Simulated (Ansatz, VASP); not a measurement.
**Cs2Ge in VASP and in Ansatz**

```
Cs Ge
1.0
     5.37220    0.00000    0.00000
    -2.68610    4.65246    0.00000
     0.00000    0.00000   10.61889
Cs Ge
2 1
Direct
  0.33333 0.66667 0.77825
  0.66667 0.33333 0.22175
  0.00000 0.00000 0.50000
```

Alike in both runs: task single point; functional PBE; k mesh 6 × 6 × 2; occupations gaussian, width 0.1 eV; no spin polarisation.

```csv
,VASP,Ansatz
version,VASP 6.6.1,Ansatz 0.2.0
potentials or method,"VASP PAW PBE potentials, release 64 (Cs_sv, Ge_d), cutoff 520 eV","scalar-relativistic, plane waves, PAW"
valence electrons in the cell,32,32
```

```csv
,VASP,Ansatz,Ansatz less VASP
gap on the k mesh at the Fermi level (eV),none,none,-
pressure (GPa),-1.2,-1.2,+0.01
"traceless stress, the component that is largest in VASP (GPa)",-0.49,-0.49,-0.001
rms of the force components (eV/Å),0.227,0.228,+0.0006
```

Atom by atom the forces differ by 0.001 eV/Å (rms over components). A gap of «none» marks a metal or a gap that the smearing closes.

Neither program's run includes spin-orbit coupling.
